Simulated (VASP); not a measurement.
Input of a VASP 6.6.1 run:

POSCAR

```
CuAu
1.0
    2.8974435364      0.0000000000      0.0000000000
    0.0000000000      2.8974435364      0.0000000000
    0.0000000000      0.0000000000      3.6403341968
Cu Au
1 1
Direct
    0.5000000000      0.5000000000      0.5000000000
    0.0000000000      0.0000000000      0.0000000000
```

The input INCAR.step1:

```
SYSTEM = CuAu
ALGO = Normal ; EDIFF = 1E-4
ENCUT = 520 ; GGA = PE
ISMEAR = -1 ; LASPH = .TRUE.
LCHARG = .FALSE. ; LREAL = .FALSE.
LWAVE = .TRUE. ; NBANDS = 18
NELM = 80 ; PREC = Accurate
SIGMA = 0.05
```

File INCAR.step2:

```
SYSTEM = CuAu
ALGO = Normal ; EDIFF = 1E-8
ENCUT = 520 ; ISIF = 2
ISMEAR = -1 ; ISTART = 1
LASPH = .TRUE. ; LCHARG = .FALSE.
LEFG = .TRUE. ; LMIXTAU = .TRUE.
LREAL = .FALSE. ; LWAVE = .FALSE.
METAGGA = R2SCAN ; NBANDS = 18
NELM = 80 ; PREC = Accurate
SIGMA = 0.05
```

File KPOINTS:

```
k-points
0
G
  12 12 9
  0 0 0
```

Potentials or basis: VASP PAW PBE potentials, release 64 (Cu, Au).

Run with:

```bash
$ cat potpaw_PBE.64/Cu/POTCAR potpaw_PBE.64/Au/POTCAR > POTCAR
$ cp INCAR.step1 INCAR
$ mpirun -np 1 vasp_std > vasp.out
$ cp INCAR.step2 INCAR
$ mpirun -np 1 vasp_std > vasp.out
```

Task: Estimate the band gap on the k mesh.

Result: Zero (band 11 reaches 13.11 eV, above the bottom of band 12 at 5.85 eV).

Task: Estimate the pressure.

Result: -6.5 GPa.

Electric field gradients, principal values (V/Å²):
```csv
atom,least,middle,greatest (by size)
1 Cu,4.495,4.495,-8.991
2 Au,-33.520,-33.520,67.041
```

Caveat: without QUAD_EFG the Cq values of the log hold for a quadrupole moment of 1 mb, not for the nuclei; the PAW data sets were made with another functional, which shifts forces and pressure a little; spin-orbit coupling is left out, which moves the levels of the heavy elements.
